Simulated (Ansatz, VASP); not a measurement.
## One calculation of In, two programs

The input INCAR:

```
PREC = Accurate
ENCUT = 520
EDIFF = 1E-6
ISMEAR = -1
SIGMA = 0.05
LREAL = F
LASPH = T
NELM = 60
ALGO = Normal
ISIF = 2
LWAVE = F
LCHARG = F
GGA = PE
NBANDS = 12
```

File KPOINTS:

```
regular mesh
0
Gamma
  10 10 10
```

Contents of POSCAR:

```
In
1.0
   -1.6254700000      1.6254700000      2.4242260000
    1.6254700000     -1.6254700000      2.4242260000
    1.6254700000      1.6254700000     -2.4242260000
In
1
Direct
    0.0000000000      0.0000000000      0.0000000000
```

The input input.yaml:

```yaml
crystal:
  lattice:
    - [-1.62547, 1.62547, 2.424226]
    - [1.62547, -1.62547, 2.424226]
    - [1.62547, 1.62547, -2.424226]
  atoms:
    - { symbol: In, position: [0.0, 0.0, 0.0] }
hamiltonian:
  xc: pbe
  pseudopotentials: { kind: paw }
kpoints:
  mp_grid: { grid: [10, 10, 10] }
  band_path:
    path:
      - [[0.0, 0.0, 0.0], [0.5, -0.5, 0.0], [0.5, -0.5, 0.2247924454], [0.3623962227, -0.3623962227, 0.3623962227], [0.0, 0.0, 0.0], [0.5, 0.5, -0.5], [0.6376037773, 0.3623962227, -0.3623962227], [0.5, 0.0, 0.0], [0.75, -0.25, -0.25], [0.7752075546, 0.2247924454, -0.5], [0.5, 0.5, -0.5]]
      - [[0.5, -0.5, 0.0], [0.75, -0.25, -0.25]]
    npoints: 14
scf:
  occupations: { method: fermi_dirac, width: 0.05 }
  n_extra_bands: 6
output:
  forces: true
  stress: true
  eigenvalues: true
  fatbands: false
```

Alike in both runs: functional PBE; k mesh 10 × 10 × 10; occupations fermi-dirac, width 0.05 eV; no spin polarisation.

|  | VASP | Ansatz |
| --- | --- | --- |
| version | VASP 6.6.1 | Ansatz 0.2.0 |
| potentials or method | VASP PAW PBE potentials, release 64 (In_d) | Ansatz PAW |
| plane-wave cutoff (eV) | 520 | 420 |
| valence electrons in the cell | 13 | 13 |
| task | single point | band structure |

|  | VASP | Ansatz | Ansatz less VASP |
| --- | --- | --- | --- |
| gap on the k mesh at the Fermi level (eV) | none | none | - |
| pressure (GPa) | 2.9 | 3.0 | +0.04 |
| traceless stress, the component that is largest in VASP (GPa) | -1.38 | -1.38 | +0.002 |

A gap of «none» marks a metal or a gap that the smearing closes.
